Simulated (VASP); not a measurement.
Here is a VASP 6.6.1 calculation.

File INCAR:

```
SYSTEM = TiB2
ALGO = Normal
EDIFF = 1E-6
ENCUT = 500
GGA = PE
GGA_COMPAT = .FALSE.
ISIF = 2
ISMEAR = 1
LASPH = .TRUE.
LCHARG = .FALSE.
LREAL = .FALSE.
LWAVE = .FALSE.
NBANDS = 16
NELM = 120
PREC = Accurate
SIGMA = 0.05
```

File KPOINTS:

```
k-points
0
G
  9 9 7
  0 0 0
```

File POSCAR:

```
TiB2
1.0
    3.0136069647      0.0000000000      0.0000000000
   -1.5068034824      2.6098601885      0.0000000000
    0.0000000000      0.0000000000      3.1968580841
Ti B
1 2
Direct
    0.0000000000      0.0000000000      0.0000000000
    0.3333333333      0.6666666667      0.5000000000
    0.6666666667      0.3333333333      0.5000000000
```

Potentials or basis: VASP PAW PBE potentials, release 64 (Ti_sv, B).

Run with:

```bash
$ cat potpaw_PBE.64/Ti_sv/POTCAR potpaw_PBE.64/B/POTCAR > POTCAR
$ mpirun -np 1 vasp_std > vasp.out
```

**Question.** Estimate the band gap on the k mesh.

**Answer.** Zero (band 9 reaches 10.63 eV, above the bottom of band 10 at 10.08 eV).

**Question.** What does it give for the pressure?

**Answer.** 5.7 GPa.

Stress tensor (GPa, compression positive):
```
6.12 0.00 0.00
0.00 6.12 0.00
0.00 0.00 4.71
```
